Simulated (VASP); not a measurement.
# Ag (Fd-3m) in VASP: further runs

The runs below take Ag through relaxation of cell and atoms, with PBE.

Everything below comes from runs of VASP 6.6.1. Logs are shortened: lines on timing, memory, paths and dates and some standing lists are left out, and cuts for length are marked.

### Step 1. The cell of the first run

The structure is cubic, space group Fd-3m (No. 227). The conventional cell has a = 5.620 Å, b = 5.620 Å, c = 5.620 Å, α = 90.00°, β = 90.00°, γ = 90.00°. Ag (site symmetry -43m) has 4 Ag at 2.43 Å within 3.2 Å.

This isn't the form of Ag at room conditions, which is fcc.

### Step 2. Relaxation of cell and atoms, PBE, target pressure 15 GPa, at which the enthalpy is minimised

Contents of INCAR:

```
SYSTEM = Ag
PREC = Accurate
ENCUT = 500
EDIFF = 1E-7
ISMEAR = -1
SIGMA = 0.05
LREAL = .FALSE.
LASPH = .TRUE.
NELM = 120
ALGO = Normal
ISIF = 3
LWAVE = .FALSE.
LCHARG = .FALSE.
GGA = PE
IBRION = 2
NSW = 80
EDIFFG = -0.03
PSTRESS = 150.0
GGA_COMPAT = .FALSE.
NELMIN = 4
```

Contents of KPOINTS:

```
Automatic mesh
0
G
  8 8 8
  0 0 0
```

Contents of POSCAR:

```
Ag
1.0
    0.0000000000      2.8100000000      2.8100000000
    2.8100000000      0.0000000000      2.8100000000
    2.8100000000      2.8100000000      0.0000000000
Ag
2
Direct
    1.0000000000      1.0000000000      1.0000000000
    0.2500000000      0.2500000000      0.2500000000
```

Potentials or basis: VASP PAW PBE potentials, release 64 (Ag).

On the command line:

```sh
> cat potpaw_PBE.64/Ag/POTCAR > POTCAR
> mpirun -np 1 vasp_std > vasp.out
```

OUTCAR:

```text
SYSTEM = Ag
   PREC = Accurate
   ENCUT = 500
   EDIFF = 1E-7
   ISMEAR = -1
   LREAL = .FALSE.
   LASPH = .TRUE.
   NELM = 120
   ISIF = 3
   GGA = PE
   IBRION = 2
   NSW = 80
   EDIFFG = -0.03
   PSTRESS = 150.0
   NELMIN = 4

 ion  position               nearest neighbor table
   1  0.000  0.000  0.000-   2 2.43   2 2.43   2 2.43   2 2.43
   2  0.250  0.250  0.250-   1 2.43   1 2.43   1 2.43   1 2.43

  LATTYP: Found a face centered cubic cell.
 ALAT       =     5.6200000000

  Lattice vectors:

 A1 = (   0.0000000000,   2.8100000000,   2.8100000000)
 A2 = (   2.8100000000,   0.0000000000,   2.8100000000)
 A3 = (   2.8100000000,   2.8100000000,   0.0000000000)

Analysis of symmetry for initial positions (statically):
=====================================================================
 Subroutine PRICEL returns:
 Original cell was already a primitive cell.

 Routine SETGRP: Setting up the symmetry group for a
 face centered cubic supercell.

 Subroutine GETGRP returns: Found 48 space group operations
 (whereof 24 operations were pure point group operations)
 out of a pool of 48 trial point group operations.

The static configuration has the point symmetry T_d .
 The point group associated with its full space group is O_h .

Analysis of symmetry for dynamics (positions and initial velocities):
=====================================================================
 Subroutine PRICEL returns:
 Original cell was already a primitive cell.

 Routine SETGRP: Setting up the symmetry group for a
 face centered cubic supercell.

 Subroutine GETGRP returns: Found 48 space group operations
 (whereof 24 operations were pure point group operations)
 out of a pool of 48 trial point group operations.

The dynamic configuration has the point symmetry T_d .
 The point group associated with its full space group is O_h .

 Subroutine INISYM returns: Found 48 space group operations
 (whereof 24 operations are pure point group operations),
 and found     1 'primitive' translations

----------------------------------------------------------------------------------------

                                     Primitive cell

  volume of cell :      44.3761

  direct lattice vectors                    reciprocal lattice vectors
     0.000000000  2.810000000  2.810000000    -0.177935943  0.177935943  0.177935943
     2.810000000  0.000000000  2.810000000     0.177935943 -0.177935943  0.177935943
[... 33 lines left out ...]
     0.000000000  0.000000000  0.000000000

 Subroutine IBZKPT returns following result:
 ===========================================

 Found     29 irreducible k-points:

 Following reciprocal coordinates:
            Coordinates               Weight
  0.000000  0.000000  0.000000      1.000000
  0.125000  0.000000  0.000000      8.000000
  0.250000  0.000000  0.000000      8.000000
  0.375000  0.000000  0.000000      8.000000
  0.500000  0.000000  0.000000      4.000000
  0.125000  0.125000  0.000000      6.000000
[... 16 lines left out ...]
  0.500000  0.250000  0.125000     48.000000
 -0.375000  0.250000  0.125000     24.000000
 [... further k-points ...]
   k-points           NKPTS =     29   k-points in BZ     NKDIM =     29   number of bands    NBANDS=     15
   number of dos      NEDOS =    301   number of ions     NIONS =      2
   total plane-waves  NPLWV =  27000
   dimension x,y,z NGX =    30 NGY =   30 NGZ =   30
   dimension x,y,z NGXF=    60 NGYF=   60 NGZF=   60
   ions per type =               2
   NGX,Y,Z   is equivalent  to a cutoff of  12.55, 12.55, 12.55 a.u.
   NGXF,Y,Z  is equivalent  to a cutoff of  25.10, 25.10, 25.10 a.u.
 SYSTEM =  Ag
   PREC   = accura    normal or accurate (medium, high low for compatibility)
   ISTART =      0    job   : 0-new  1-cont  2-samecut
   ICHARG =      2    charge: 1-file 2-atom 10-const
   ISPIN  =      1    spin polarized calculation?
   LNONCOLLINEAR =      F non collinear calculations
   LSORBIT =      F    spin-orbit coupling
   LASPH  =      T    aspherical Exc in radial PAW
   ENCUT  =  500.0 eV  36.75 Ry    6.06 a.u.   7.25  7.25  7.25*2*pi/ulx,y,z
   NELM   =    120;   NELMIN=  4; NELMDL= -5     # of ELM steps
   EDIFF  = 0.1E-06   stopping-criterion for ELM
   LREAL  =      F    real-space projection
   EDIFFG = -.3E-01   stopping-criterion for IOM
   NSW    =     80    number of steps for IOM
   IBRION =      2    ionic relax: 0-MD 1-quasi-New 2-CG
   NFREE  =      1    steps in history (QN), initial steepest desc. (CG)
   ISIF   =      3    stress and relaxation
   ISYM   =      2    0-nonsym 1-usesym 2-fastsym
   POTIM  = 0.5000    time-step for ionic-motion
   TEBEG  =    0.0;   TEEND  =   0.0 temperature during run
   PSTRESS=  150.0 pullay stress
   NELECT =      22.0000    total number of electrons
   NUPDOWN=      -1.0000    fix difference up-down
   EMIN   =  10.00;   EMAX   =-10.00  energy-range for DOS
   EFERMI =   0.00;   METHOD = LEGACY
   ISMEAR =    -1;   SIGMA  =   0.05  broadening in eV -4-tet -1-fermi 0-gaus
   EFERMI_NEDOS =   21; number of points for ismear=-14 and -15
   IALGO  =     38    algorithm
   IMIX   =      4    mixing-type and parameters
     AMIX     =   0.40;   BMIX     =  1.00
     AMIX_MAG =   1.60;   BMIX_MAG =  1.00
  volume/ion in A,a.u.               =      22.19       149.73
  Fermi-wavevector in a.u.,A,eV,Ry     =   1.295685  2.448489 22.841453  1.678799
  Thomas-Fermi vector in A             =   2.427189
   LORBIT       =      0    0 simple, 1 ext, 2 COOP (PROOUT), +10 PAW based schemes
   GGA     = PE    functional components
   LHFCALC =     F    Hartree Fock is set to
   AEXX    =    0.0000 exact exchange contribution
   IVDW    =     0    specifies the selected vdW correction
   LEPSILON=     F    determine dielectric tensor
   LRPA    =     F    only Hartree local field effects (RPA)
 conjugate gradient relaxation of ions
 non-spin polarized calculation
  energy-cutoff  :      500.00
  volume of cell :       44.38
 maximum number of plane-waves:      1158
 NGX is ok and might be reduce to    30
   NGX = 15   NGY = 15   NGZ = 15

--------------------------------------- Ionic step        1  -------------------------------------------

 number of electron      21.9999992 magnetization

 Free energy of the ion-electron system (eV)
  ---------------------------------------------------
  ext. energy  EPLUGINS =         0.00000000
  ---------------------------------------------------
  free energy    TOTEN  =        -3.13673925 eV

  energy without entropy =       -3.13270963  energy(sigma->0) =       -3.13472444

 E-fermi :   5.2746     XC(G=0): -10.3992

 val. band max:        5.0970062556   @ k =  -0.3750   0.3750   0.1250
 cond. band min:       5.3252767117   @ k =   0.5000   0.1250   0.0000
 fundamental gap:      0.2282704561
 Fermi energy:         5.2746390619
[... 948 lines left out ...]
--------------------------------------- Ionic step        3  -------------------------------------------

 number of electron      22.0000003 magnetization

 Free energy of the ion-electron system (eV)
  ---------------------------------------------------
  ext. energy  EPLUGINS =         0.00000000
  ---------------------------------------------------
  free energy    TOTEN  =        -3.40571721 eV

  energy without entropy =       -3.40142713  energy(sigma->0) =       -3.40357217

 E-fermi :   4.7099     XC(G=0): -10.1146

 val. band max:        4.5252664785   @ k =  -0.3750   0.3750   0.1250
 cond. band min:       4.7587245747   @ k =   0.5000   0.1250   0.0000
 fundamental gap:      0.2334580962
 Fermi energy:         4.7099369122
[... 465 lines left out ...]
  energy  without entropy=       -3.4014271267  energy(sigma->0) =       -3.40357217

  enthalpy is  TOTEN    =         0.9751093220 eV   P V=        4.3808265289

 reached required accuracy - stopping structural energy minimisation
```

It took 30 s on 1 thread of Intel Xeon Platinum 8488C (Sapphire Rapids), shared host; peak memory 0.17 GiB.

What came out:

| Quantity | Value |
| --- | --- |
| Free energy | -3.4057 eV |
| Relaxed volume | 23.40 Å³/atom |
| Relaxed cell | a = 4.045 Å, b = 4.045 Å, c = 4.045 Å, α = 60.00°, β = 60.00°, γ = 60.00° |
| Space group after relaxing (to 0.1 Å) | Fd-3m (No. 227) |
| Energy change on relaxing (the run minimises the enthalpy) | -134.5 meV/atom |
| Ionic steps | 3 |
| Pressure after relaxing | 14.9 GPa |
| Band gap on the k mesh | zero (bands 11 and 12 overlap by 1.39 eV) |

Step by step:
| step | energy change (eV) | largest force (eV/Å) | pressure (GPa) | volume (Å³) |
| --- | --- | --- | --- | --- |
| 1 | 0.0000 | 0.0000 | 21.04 | 44.38 |
| 2 | -0.5034 | 0.0000 | 9.11 | 49.97 |
| 3 | -0.2690 | 0.0000 | 14.93 | 46.79 |

Final structure:
```
CELL_PARAMETERS angstrom
0.00000 2.86010 2.86010
2.86010 0.00000 2.86010
2.86010 2.86010 0.00000
ATOMIC_POSITIONS crystal
Ag 0.00000 0.00000 0.00000
Ag 0.25000 0.25000 0.25000
```

Caveat: the cell is relaxed towards a set pressure, so the run minimises the enthalpy, not the energy.

(Continued in part 2 of 2.)
